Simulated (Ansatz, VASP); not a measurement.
# TiCo3 in VASP and in Ansatz

Contents of POSCAR:

```
TiCo3
1.0
    3.6140000000      0.0000000000      0.0000000000
    0.0000000000      3.6140000000      0.0000000000
    0.0000000000      0.0000000000      3.6140000000
Ti Co
1 3
Direct
    0.0000000000      0.0000000000      0.0000000000
    0.0000000000      0.5000000000      0.5000000000
    0.5000000000      0.0000000000      0.5000000000
    0.5000000000      0.5000000000      0.0000000000
```

File INCAR.step1:

```
PREC = Accurate ; ENCUT = 520
ISMEAR = 0 ; SIGMA = 0.05
LREAL = False ; LASPH = True
NELM = 150 ; ISPIN = 2
MAGMOM = -0.74 1.48 1.48 1.48 ; LMAXMIX = 4
NBANDS = 32 ; GGA = PE
ALGO = Normal ; EDIFF = 1E-4
LWAVE = True ; LCHARG = False
```

INCAR.step2

```
PREC = Accurate ; ENCUT = 520
EDIFF = 1E-7 ; ISMEAR = 0
SIGMA = 0.05 ; LREAL = False
LASPH = True ; NELM = 150
ALGO = Normal ; ISIF = 2
LWAVE = False ; LCHARG = False
ISPIN = 2 ; MAGMOM = -0.74 1.48 1.48 1.48
LORBIT = 11 ; LMAXMIX = 4
METAGGA = R2SCAN ; LMIXTAU = True
NBANDS = 32 ; ISTART = 1
```

Contents of KPOINTS:

```
regular mesh
0
Gamma
  6 6 6
```

Input for Ansatz:

```yaml
crystal:
  lattice:
    - [3.614, 0.0, 0.0]
    - [0.0, 3.614, 0.0]
    - [0.0, 0.0, 3.614]
  atoms:
    - { symbol: Ti, position: [0.0, 0.0, 0.0], spin: -0.74 }
    - { symbol: Co, position: [0.0, 0.5, 0.5], spin: 1.48 }
    - { symbol: Co, position: [0.5, 0.0, 0.5], spin: 1.48 }
    - { symbol: Co, position: [0.5, 0.5, 0.0], spin: 1.48 }
basis:
  ecutwfc: 500
kpoints:
  mp_grid: { grid: [6, 6, 6] }
hamiltonian:
  xc: r2scan
scf:
  occupations: { method: gaussian, width: 0.05 }
output:
  forces: true
  stress: true
  eigenvalues: true
  populations: true
magnetization:
  spin_polarized: true
```

Alike in both runs: task single point; functional r2SCAN; k mesh 6 × 6 × 6; occupations gaussian, width 0.05 eV; collinear spin.

```csv
,VASP,Ansatz
version,VASP 6.6.1,Ansatz 0.2.0
potentials or method,"VASP PAW PBE potentials, release 64 (Ti_sv, Co), cutoff 520 eV","scalar-relativistic, plane waves, PAW"
valence electrons in the cell,39,63
```

|  | VASP | Ansatz | Ansatz less VASP |
| --- | --- | --- | --- |
| gap on the k mesh at the Fermi level (eV) | none | none | - |
| pressure (GPa) | -4.3 | -4.7 | -0.42 |
| net moment per atom (μB) | 0.69 | 0.69 | 0.000 |
| size of the moment on the site where the two differ most (μB) | 0.76 | 0.69 | -0.062 |

VASP's potentials were made for PBE, not for r2SCAN. Site moments also hang on the region over which each program counts them. A gap of «none» marks a metal or a gap that the smearing closes. VASP's potentials hold 39 valence electrons a cell and Ansatz's 63, so a difference there can come from the potentials and not from the codes. Ansatz's warnings: stability check not made.
